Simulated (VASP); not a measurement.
A run of VASP 6.6.1:

Contents of INCAR:

```
SYSTEM = H2RuCl
ALGO = Normal
EDIFF = 1E-6
EDIFFG = -0.01
ENCUT = 600
GGA = PE
IBRION = 2
ISIF = 3
ISMEAR = 0
LASPH = .TRUE.
LCHARG = .FALSE.
LREAL = .FALSE.
LWAVE = .FALSE.
NELM = 80
NSW = 100
PREC = Accurate
SIGMA = 0.1
```

File KPOINTS:

```
k-points
0
G
  18 18 10
  0 0 0
```

The input POSCAR:

```
H2RuCl
1.0
    3.0946144127      0.0000000000      0.0000000000
   -1.5473072063      2.6800146963      0.0000000000
    0.0000000000      0.0000000000      4.8397122123
H Ru Cl
2 1 1
Direct
    0.6666666667      0.3333333333      0.4044853494
    0.3333333333      0.6666666667      0.5955146506
    0.0000000000      0.0000000000      0.5000000000
    0.0000000000      0.0000000000      0.0000000000
```

Potentials or basis: VASP PAW PBE potentials, release 64 (H, Ru_pv, Cl).

Run with:

```console
$ cat potpaw_PBE.64/H/POTCAR potpaw_PBE.64/Ru_pv/POTCAR potpaw_PBE.64/Cl/POTCAR > POTCAR
$ mpirun -np 1 vasp_std > vasp.out
```

Hardware: 1 thread of Intel(R) Xeon(R) 6975P-C (Granite Rapids), on a shared host.

**Question.** Estimate the wall time of this run.

**Answer.** Wall time 25 min on 1 thread of Intel(R) Xeon(R) 6975P-C (Granite Rapids) (shared host), peak memory 0.43 GiB. Counts: scf iterations 209, k points 330, ion steps 29.
